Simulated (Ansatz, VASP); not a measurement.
## KMgF3 in VASP and in Ansatz

```xyz
5
Lattice="3.9859 0.0000 0.0000 0.0000 3.9859 0.0000 0.0000 0.0000 3.9859" Properties=species:S:1:pos:R:3 pbc="T T T"
K     1.9929    1.9929    1.9929
Mg    0.0000    0.0000    0.0000
F     0.0000    0.0000    1.9929
F     0.0000    1.9929    0.0000
F     1.9929    0.0000    0.0000
```

Alike in both runs: task relaxation of cell and atoms; functional r2SCAN; dispersion D4; k mesh 7 × 7 × 7; occupations fermi-dirac, width 0.05 eV; no spin polarisation.

|  | VASP | Ansatz |
| --- | --- | --- |
| version | VASP 6.6.1 | Ansatz 0.2.0 |
| potentials or method | VASP PAW PBE potentials, release 64 (K_sv, Mg, F) | Ansatz PAW |
| plane-wave cutoff (eV) | 600 | 500 |
| valence electrons in the cell | 32 | 40 |

VASP gave:

| Item | Value |
| --- | --- |
| gap on the k mesh at the Fermi level, each at its own relaxed structure (eV) | 8.44 |
| relaxed volume (Å³/atom) | 12.43 |
| relaxed length of the cell vector where the two differ most in proportion (Å) | 3.961 |

Question: Estimate Ansatz's values.

Answer: gap on the k mesh at the Fermi level, each at its own relaxed structure (eV): 8.38; relaxed volume (Å³/atom): 12.54; relaxed length of the cell vector where the two differ most in proportion (Å): 3.973.

VASP's potentials were made for PBE, not for r2SCAN. VASP's potentials hold 32 valence electrons a cell and Ansatz's 40, so a difference there can come from the potentials and not from the codes.

Noted on Ansatz's run: odd divisions of the mesh miss points on the zone boundary, where band edges often lie, so the gap on the mesh can be too wide; the plane-wave basis is chosen anew once the cell has moved, so the energies of steps on either side of that aren't comparable.
